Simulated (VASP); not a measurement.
## LiSi16 (a cell with a defect): single point with PBE

Crystal: LiSi16 (a cell with a defect).

```xyz
17
Lattice="0.0000 5.4300 5.4300 5.4300 0.0000 5.4300 5.4300 5.4300 0.0000" Properties=species:S:1:pos:R:3 pbc="T T T"
Si    0.0056    0.0047   -0.0697
Si    1.3463    1.3453    1.3482
Si    2.7295    2.7285    0.0112
Si    4.0996    4.0986    1.2664
Si    2.6609   -0.0443    2.7049
Si    4.0177    1.3453    4.0196
Si    5.3547    2.7285    2.6365
Si    6.7234    4.0635    4.0725
Si   -0.0434    2.6600    2.7049
Si    1.3462    4.0168    4.0196
Si    2.7294    5.3538    2.6365
Si    4.0645    6.7225    4.0725
Si    2.6610    2.6600    5.4092
Si    3.9805    3.9796    6.8153
Si    5.3294    5.3285    5.4664
Si    6.7234    6.7224    6.7314
Li    6.8745    6.8736    9.3514
```

```json
{
  "Program": "VASP 6.6.1",
  "Task": "single point",
  "Functional": "PBE",
  "Potentials or basis": "VASP PAW PBE potentials, release 64 (Si, Li_sv)",
  "Cutoff": "520 eV",
  "k mesh": "2 × 2 × 2",
  "Occupations": "gaussian, width 0.02 eV",
  "Spin": "no spin polarisation"
}
```

The largest force is 0.351 eV/Å.

Forces in eV/Å, atoms in the order of the input:
```
Si  -0.049 -0.049  0.049
Si   0.004  0.004 -0.001
Si   0.003  0.003 -0.040
Si  -0.012 -0.012  0.011
Si   0.028  0.013 -0.029
Si   0.002  0.003 -0.004
Si   0.038  0.003 -0.005
Si   0.030 -0.013 -0.030
Si   0.013  0.028 -0.029
Si   0.003  0.002 -0.004
Si   0.003  0.038 -0.005
Si  -0.013  0.030 -0.030
Si   0.028  0.028 -0.015
Si   0.045  0.045 -0.044
Si   0.045  0.045 -0.045
Si   0.031  0.031  0.015
Li  -0.201 -0.201  0.206
```

Levels at points of the mesh, in eV from the Fermi level:
| k point | band 30 | band 31 | band 32 | band 33 | band 34 | band 35 | band 36 | band 37 |
| --- | --- | --- | --- | --- | --- | --- | --- | --- |
| (0.00, 0.00, 0.00) | -1.20 | -0.12 | -0.09 | -0.09 | 0.51 | 0.55 | 0.55 | 0.62 |
| (0.50, 0.00, 0.00) | -0.93 | -0.91 | -0.83 | -0.82 | 1.07 | 1.30 | 1.34 | 1.44 |
| (0.00, 0.00, 0.50) | -0.90 | -0.90 | -0.82 | -0.82 | 1.14 | 1.23 | 1.23 | 1.54 |
| (0.50, 0.50, 0.50) | -0.93 | -0.91 | -0.83 | -0.82 | 1.07 | 1.30 | 1.34 | 1.44 |
| (0.50, 0.50, 0.00) | -1.47 | -1.47 | -1.41 | -1.36 | 0.96 | 1.04 | 2.08 | 2.20 |
| (0.00, 0.50, 0.50) | -1.47 | -1.47 | -1.41 | -1.36 | 0.96 | 1.04 | 2.08 | 2.20 |

It took 2.2 min on 1 thread of Intel(R) Xeon(R) 6975P-C (Granite Rapids) (shared host), peak memory 0.46 GiB.

Caveat: the k points lie up to 0.50 Å⁻¹ apart; the cell carries a net charge on a neutralising background, which shifts energy and pressure; the cell is charged against a uniform background, so pressure and absolute levels hang on convention.
